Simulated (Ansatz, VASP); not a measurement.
# Two plane-wave programs on As2F3

```xyz
5
Lattice="3.7631 0.0000 0.0000 -1.8815 3.2589 0.0000 0.0000 0.0000 5.8548" Properties=species:S:1:pos:R:3 pbc="T T T"
As    0.0000    2.1726    1.4344
As    1.8815    1.0863    4.4203
F     0.0000    0.0000    0.0000
F     0.0000    2.1726    3.7763
F     1.8815    1.0863    2.0784
```

Alike in both runs: task single point; functional PBE; k mesh 6 × 6 × 4; occupations gaussian, width 0.1 eV; no spin polarisation.

```csv
,VASP,Ansatz
version,VASP 6.6.1,Ansatz 0.2.0
potentials or method,"VASP PAW PBE potentials, release 64 (As, F), cutoff 520 eV","scalar-relativistic, plane waves, PAW"
valence electrons in the cell,31,51
```

```csv
,VASP,Ansatz,Ansatz less VASP
gap on the k mesh at the Fermi level (eV),none,none,-
pressure (GPa),6.7,7.1,+0.34
"traceless stress, the component that is largest in VASP (GPa)",0.10,0.10,-0.003
rms of the force components (eV/Å),0.572,0.575,+0.0027
```

Atom by atom the forces differ by 0.003 eV/Å (rms over components). A gap of «none» marks a metal or a gap that the smearing closes. The functional is the same, so the differences come from potentials, cutoffs and numerics. VASP's potentials hold 31 valence electrons a cell and Ansatz's 51, so a difference there can come from the potentials and not from the codes.
